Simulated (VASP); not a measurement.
# Si2Mo (I4/mmm) in VASP: notebook

Runs on Si2Mo. Level: PBE. Tasks: single point.

Everything below comes from runs of VASP 6.6.1. Logs are shortened: lines on timing, memory, paths and dates and some standing lists are left out, and cuts for length are marked.

### 1 The cell of the first run

It takes space group I4/mmm (No. 139, tetragonal). The conventional cell has a = 3.120 Å, b = 3.120 Å, c = 7.973 Å, α = 90.00°, β = 90.00°, γ = 90.00°. Si (site symmetry 4mm) has 5 Mo at 2.57 to 2.67 Å and 9 Si at 2.59 to 3.12 Å within 3.4 Å. Within 3.4 Å of Mo (site symmetry 4/mmm) lie 10 Si at 2.57 to 2.67 Å and 4 Mo at 3.12 Å.

### 2 Single point, PBE (biaxial strain in the a-b plane: -3.0 %, then relaxed in part)

File INCAR:

```
SYSTEM = Si2Mo
ALGO = Normal
EDIFF = 1E-6
ENCUT = 520
GGA = PE
ISIF = 2
ISMEAR = 0
LASPH = .True.
LCHARG = .False.
LREAL = .False.
LWAVE = .False.
NBANDS = 31
NELM = 100
PREC = Accurate
SIGMA = 0.1
```

File KPOINTS:

```
k-points
0
Gamma
  12 12 6
  0 0 0
```

File POSCAR:

```
Si2Mo
1.0
    3.1203419420      0.0000000000      0.0000000000
    0.0000000000      3.1203419420      0.0000000000
    0.0000000000      0.0000000000      7.9727990850
Si Mo
4 2
Direct
    0.0000000000      0.0000000000      0.3345436844
    0.5000000000      0.5000000000      0.1654563156
    0.5000000000      0.5000000000      0.8345436844
    0.0000000000      0.0000000000      0.6654563156
    0.0000000000      0.0000000000      0.0000000000
    0.5000000000      0.5000000000      0.5000000000
```

Potentials or basis: VASP PAW PBE potentials, release 64 (Si, Mo_sv).

Launch:

```
$ cat potpaw_PBE.64/Si/POTCAR potpaw_PBE.64/Mo_sv/POTCAR > POTCAR
$ mpirun -np 1 vasp_std > vasp.out
```

OUTCAR:

```text
SYSTEM = Si2Mo
   EDIFF = 1E-6
   ENCUT = 520
   GGA = PE
   ISIF = 2
   ISMEAR = 0
   LASPH = .True.
   LREAL = .False.
   NELM = 100
   PREC = Accurate

 ion  position               nearest neighbor table
   1  0.000  0.000  0.335-   6 2.57   6 2.57   6 2.57   6 2.57   2 2.59   2 2.59   2 2.59   2 2.59
                             4 2.64   5 2.67
   2  0.500  0.500  0.165-   5 2.57   5 2.57   5 2.57   5 2.57   1 2.59   1 2.59   1 2.59   1 2.59
                             3 2.64   6 2.67
   3  0.500  0.500  0.835-   5 2.57   5 2.57   5 2.57   5 2.57   4 2.59   4 2.59   4 2.59   4 2.59
                             2 2.64   6 2.67
   4  0.000  0.000  0.665-   6 2.57   6 2.57   6 2.57   6 2.57   3 2.59   3 2.59   3 2.59   3 2.59
                             1 2.64   5 2.67
   5  0.000  0.000  0.000-   2 2.57   3 2.57   2 2.57   3 2.57   2 2.57   3 2.57   2 2.57   3 2.57
                             1 2.67   4 2.67
   6  0.500  0.500  0.500-   1 2.57   4 2.57   1 2.57   4 2.57   1 2.57   4 2.57   1 2.57   4 2.57
                             3 2.67   2 2.67

  LATTYP: Found a simple tetragonal cell.
 ALAT       =     3.1203419420
 C/A-ratio  =     2.5551042909

  Lattice vectors:

 A1 = (   3.1203419420,   0.0000000000,   0.0000000000)
 A2 = (   0.0000000000,   3.1203419420,   0.0000000000)
 A3 = (   0.0000000000,   0.0000000000,   7.9727990850)

Analysis of symmetry for initial positions (statically):
=====================================================================
 Subroutine PRICEL returns following result:

  LATTYP: Found a body centered tetragonal cell.
 ALAT       =     3.1203419420
 C/A-ratio  =     2.5551042909

  Lattice vectors:

 A1 = (  -1.5601709710,   1.5601709710,   3.9863995425)
 A2 = (   1.5601709710,  -1.5601709710,   3.9863995425)
 A3 = (   1.5601709710,   1.5601709710,  -3.9863995425)

   2 primitive cells build up your supercell.

 Routine SETGRP: Setting up the symmetry group for a
 simple tetragonal supercell.

 Subroutine GETGRP returns: Found 16 space group operations
 (whereof 16 operations were pure point group operations)
 out of a pool of 16 trial point group operations.

The static configuration has the point symmetry D_4h.

Analysis of symmetry for dynamics (positions and initial velocities):
=====================================================================
 Subroutine PRICEL returns following result:

[... 122 lines left out ...]
   LREAL  =      F    real-space projection
   EDIFFG = 0.1E-04   stopping-criterion for IOM
   NSW    =      0    number of steps for IOM
   IBRION =     -1    ionic relax: 0-MD 1-quasi-New 2-CG
   NFREE  =      0    steps in history (QN), initial steepest desc. (CG)
   ISIF   =      2    stress and relaxation
   ISYM   =      2    0-nonsym 1-usesym 2-fastsym
   POTIM  = 0.5000    time-step for ionic-motion
   TEBEG  =    0.0;   TEEND  =   0.0 temperature during run
   PSTRESS=    0.0 pullay stress
   NELECT =      44.0000    total number of electrons
   NUPDOWN=      -1.0000    fix difference up-down
   EMIN   =  10.00;   EMAX   =-10.00  energy-range for DOS
   EFERMI =   0.00;   METHOD = LEGACY
   ISMEAR =     0;   SIGMA  =   0.10  broadening in eV -4-tet -1-fermi 0-gaus
   EFERMI_NEDOS =   21; number of points for ismear=-14 and -15
   IALGO  =     38    algorithm
   IMIX   =      4    mixing-type and parameters
     AMIX     =   0.40;   BMIX     =  1.00
     AMIX_MAG =   1.60;   BMIX_MAG =  1.00
  volume/ion in A,a.u.               =      12.94        87.31
  Fermi-wavevector in a.u.,A,eV,Ry     =   1.354838  2.560272 24.974659  1.835586
  Thomas-Fermi vector in A             =   2.481976
   LORBIT       =      0    0 simple, 1 ext, 2 COOP (PROOUT), +10 PAW based schemes
   GGA     = PE    functional components
   LHFCALC =     F    Hartree Fock is set to
   AEXX    =    0.0000 exact exchange contribution
   IVDW    =     0    specifies the selected vdW correction
   LEPSILON=     F    determine dielectric tensor
   LRPA    =     F    only Hartree local field effects (RPA)
 non-spin polarized calculation
 Gauss-broadening in eV      SIGMA  =   0.10
  energy-cutoff  :      520.00
  volume of cell :       77.63
 maximum number of plane-waves:      2136
 NGX is ok and might be reduce to    24
   NGX = 11   NGY = 11   NGZ = 29

 number of electron      43.9999999 magnetization

 Free energy of the ion-electron system (eV)
  ---------------------------------------------------
  ext. energy  EPLUGINS =         0.00000000
  ---------------------------------------------------
  free energy    TOTEN  =       -46.28659013 eV

  energy without entropy =      -46.28201169  energy(sigma->0) =      -46.28430091

 E-fermi :  12.9781     XC(G=0): -12.6039

 val. band max:       12.7264948908   @ k =   0.0833   0.0000   0.1667
 cond. band min:      12.9814891020   @ k =   0.0833   0.0000   0.3333
 fundamental gap:      0.2549942112
 Fermi energy:        12.9781224058

 k-point     1 :       0.0000    0.0000    0.0000
  band No.  band energies     occupation
      1     -47.8378      2.00000
      2     -47.8372      2.00000
      3     -22.0712      2.00000
      4     -22.0467      2.00000
      5     -21.8848      2.00000
      6     -21.8848      2.00000
[... 805 lines left out ...]
     30      16.7809      0.00000
     31      18.4106      0.00000

 [... further k-points ...]

------------------------ aborting loop because EDIFF is reached ----------------------------------------

  FORCE on cell =-STRESS in cart. coord.  units (eV):
  Direction    XX          YY          ZZ          XY          YZ          ZX
  --------------------------------------------------------------------------------------
  -------------------------------------------------------------------------------------
  Total        7.7724040      7.7724040      0.0845190      0.0000000     -0.0000000      0.0000000
  in kB      160.4171340    160.4171340      1.7444147      0.0000000     -0.0000000      0.0000000
  external PRESSURE =     107.5262275 kB  Pullay stress =       0.0000000 kB

 VOLUME and BASIS-vectors are now :
 -----------------------------------------------------------------------------
  energy-cutoff  :      520.00
  volume of cell :       77.63
      direct lattice vectors                 reciprocal lattice vectors
     3.120341942  0.000000000  0.000000000     0.320477697  0.000000000  0.000000000
     0.000000000  3.120341942  0.000000000     0.000000000  0.320477697  0.000000000
     0.000000000  0.000000000  7.972799085     0.000000000  0.000000000  0.125426464

 POSITION                                       TOTAL-FORCE (eV/Angst)
 -----------------------------------------------------------------------------------
      0.00000      0.00000      2.66725        -0.000000     -0.000000     -0.010948
      1.56017      1.56017      1.31915        -0.000000     -0.000000      0.010948
      1.56017      1.56017      6.65365        -0.000000      0.000000     -0.010948
      0.00000      0.00000      5.30555         0.000000     -0.000000      0.010948
      0.00000      0.00000      0.00000        -0.000000     -0.000000      0.000000
      1.56017      1.56017      3.98640         0.000000      0.000000      0.000000
 -----------------------------------------------------------------------------------
    total drift:                                0.000000      0.000000     -0.000000

  FREE ENERGIE OF THE ION-ELECTRON SYSTEM (eV)
  ---------------------------------------------------
  free  energy   TOTEN  =       -46.2865901277 eV

  energy  without entropy=      -46.2820116921  energy(sigma->0) =      -46.28430091
```

It took 3.3 min on 1 thread of Intel Xeon Platinum 8175M at 2.50GHz (Skylake/Cascade Lake), shared host; peak memory 0.32 GiB.

Results:

| Property | Result |
| --- | --- |
| Free energy | -46.2866 eV |
| Pressure | 10.8 GPa |
| Largest force | 0.011 eV/Å |
| Band gap on the k mesh | zero (bands 22 and 23 overlap by 0.89 eV) |

Forces on the atoms (eV/Å):
```
Si   0.000  0.000 -0.011
Si   0.000  0.000  0.011
Si   0.000  0.000 -0.011
Si   0.000  0.000  0.011
Mo   0.000  0.000  0.000
Mo   0.000  0.000  0.000
```

Stress tensor (GPa, compression positive):
```
16.04  0.00  0.00
 0.00 16.04  0.00
 0.00  0.00  0.17
```

Caveat: the cell differs from its parent crystal (biaxial strain in the a-b plane: -3.0 %, then relaxed in part); the stress differs along the axes, from 0 to 16 GPa.

### 3 Single point, PBE (biaxial strain in the a-b plane: -3.0 %)

File INCAR:

```
PREC = Accurate ; ENCUT = 520
EDIFF = 1E-7 ; ISMEAR = 0
SIGMA = 0.1 ; LREAL = False
LASPH = True ; NELM = 60
ALGO = Normal ; ISIF = 2
LWAVE = False ; LCHARG = False
GGA = PE ; NBANDS = 31
```

File KPOINTS:

```
regular mesh
0
Gamma
  12 12 6
```

File POSCAR:

```
Si2Mo
1.0
    3.1203419420      0.0000000000      0.0000000000
    0.0000000000      3.1203419420      0.0000000000
    0.0000000000      0.0000000000      8.0147343714
Si Mo
4 2
Direct
    0.0000000000      0.0000000000      0.3349584105
    0.5000000000      0.5000000000      0.1650415895
    0.5000000000      0.5000000000      0.8349584105
    0.0000000000      0.0000000000      0.6650415895
    0.0000000000      0.0000000000      0.0000000000
    0.5000000000      0.5000000000      0.5000000000
```

Potentials or basis: VASP PAW PBE potentials, release 64 (Si, Mo_sv).

Launch:

```
$ cat potpaw_PBE.64/Si/POTCAR potpaw_PBE.64/Mo_sv/POTCAR > POTCAR
$ mpirun -np 1 vasp_std > vasp.out
```

Run time: 3.6 min. Hardware: 1 thread of Intel Xeon Platinum 8175M at 2.50GHz (Skylake/Cascade Lake), shared host; peak memory 0.32 GiB.

The run converged. Its results:

| Property | Result |
| --- | --- |
| Free energy | -46.2836 eV |
| Pressure | 9.5 GPa |
| Largest force | 0.052 eV/Å |
| Band gap on the k mesh | zero (bands 22 and 23 overlap by 0.88 eV) |

Forces in eV/Å, atoms in the order of the input:
```
Si   0.000  0.000 -0.052
Si   0.000  0.000  0.052
Si   0.000  0.000 -0.052
Si   0.000  0.000  0.052
Mo   0.000  0.000  0.000
Mo   0.000  0.000  0.000
```

Stress tensor (GPa, compression positive):
```
15.38  0.00  0.00
 0.00 15.38  0.00
 0.00  0.00 -2.26
```

Levels at points of the mesh, in eV from the Fermi level:
| k point | band 20 | band 21 | band 22 | band 23 | band 24 | band 25 |
| --- | --- | --- | --- | --- | --- | --- |
| (0.00, 0.00, 0.00) | -0.78 | -0.31 | -0.31 | 0.48 | 0.59 | 2.96 |
| (0.50, 0.00, 0.00) | -2.55 | -0.70 | -0.70 | 1.72 | 1.72 | 3.24 |
| (0.50, 0.50, 0.00) | -3.62 | -1.30 | -1.30 | 2.51 | 2.51 | 2.63 |
| (0.00, 0.00, 0.50) | -2.10 | 0.54 | 0.54 | 1.73 | 1.73 | 1.73 |
| (0.50, 0.00, 0.50) | -2.58 | -0.56 | -0.56 | 2.37 | 2.37 | 3.29 |
| (0.50, 0.50, 0.50) | -2.41 | -2.41 | -2.41 | -0.01 | -0.01 | 2.51 |

Caveat: the cell differs from its parent crystal (biaxial strain in the a-b plane: -3.0 %); the stress differs along the axes, from -2 to 15 GPa.

### 4 Single point, PBE (biaxial strain in the a-b plane: -1.5 %, then relaxed in part)

File INCAR:

```
PREC = Accurate
ENCUT = 520
EDIFF = 1E-7
ISMEAR = 0
SIGMA = 0.1
LREAL = F
LASPH = T
NELM = 60
ALGO = Normal
ISIF = 2
LWAVE = F
LCHARG = F
GGA = PE
NBANDS = 31
```

KPOINTS is that of step 3.

POSCAR: that of step 3 with these lines changed.

```diff
@@ -2,5 +2,5 @@
 1.0
-    3.1203419420      0.0000000000      0.0000000000
-    0.0000000000      3.1203419420      0.0000000000
-    0.0000000000      0.0000000000      8.0147343714
+    3.1685946525      0.0000000000      0.0000000000
+    0.0000000000      3.1685946525      0.0000000000
+    0.0000000000      0.0000000000      7.9179217416
 Si Mo
```

Launch:

```
$ cat potpaw_PBE.64/Si/POTCAR potpaw_PBE.64/Mo_sv/POTCAR > POTCAR
$ mpirun -np 1 vasp_std > vasp.out
```

Run time: 3.6 min. Hardware: 1 thread of Intel Xeon Platinum 8175M at 2.50GHz (Skylake/Cascade Lake), shared host; peak memory 0.33 GiB.

It converged, with:

- Free energy: -46.4643 eV
- Pressure: 5.2 GPa
- Largest force: 0.011 eV/Å
- Band gap on the k mesh: zero (bands 22 and 23 overlap by 0.87 eV)

Forces on the atoms (eV/Å):
```
Si   0.000  0.000 -0.011
Si   0.000  0.000  0.011
Si   0.000  0.000 -0.011
Si   0.000  0.000  0.011
Mo   0.000  0.000  0.000
Mo   0.000  0.000  0.000
```

Stress tensor (GPa, compression positive):
```
7.75 0.00 0.00
0.00 7.75 0.00
0.00 0.00 0.15
```

Levels at points of the mesh, in eV from the Fermi level:
```
           k point  band 20  band 21  band 22  band 23  band 24  band 25
(0.00, 0.00, 0.00)    -0.70    -0.44    -0.44     0.39     0.51     3.06
(0.50, 0.00, 0.00)    -2.56    -0.73    -0.73     1.80     1.80     3.21
(0.50, 0.50, 0.00)    -3.32    -1.28    -1.28     2.36     2.36     2.66
(0.00, 0.00, 0.50)    -2.12     0.45     0.45     1.68     1.68     1.68
(0.50, 0.00, 0.50)    -2.61    -0.56    -0.56     2.28     2.28     3.14
(0.50, 0.50, 0.50)    -2.24    -2.24    -2.24     0.13     0.13     2.36
```

Caveat: the cell differs from its parent crystal (biaxial strain in the a-b plane: -1.5 %, then relaxed in part); the stress differs along the axes, from 0 to 8 GPa.

### 5 The runs side by side

| cell | gap on the mesh (eV) | pressure (GPa) | largest force (eV/Å) |
| --- | --- | --- | --- |
| a = 3.120, b = 3.120, c = 7.973 Å, 6 atoms, atomic positions A | none | 10.8 | 0.01 |
| a = 3.120, b = 3.120, c = 8.015 Å, 6 atoms, atomic positions B | none | 9.5 | 0.05 |
| a = 3.169, b = 3.169, c = 7.918 Å, 6 atoms, atomic positions B | none | 5.2 | 0.01 |

Alike in all rows: task single point; level PBE; potentials or basis VASP PAW PBE potentials, release 64 (Si, Mo_sv); no spin polarisation; k mesh 12 × 12 × 6; cutoff (eV) 520; smearing gaussian 0.1 eV.

Caveats: the stress differs along the axes, from 0 to 16 GPa (at least some runs); the stress differs along the axes, from -2 to 15 GPa (at least some runs); the stress differs along the axes, from 0 to 8 GPa (at least some runs).

Total energies depend on the potentials used, so only differences within one code and one set of settings carry meaning.

The gap in the log of VASP goes by the Fermi energy; the results here count the filled bands.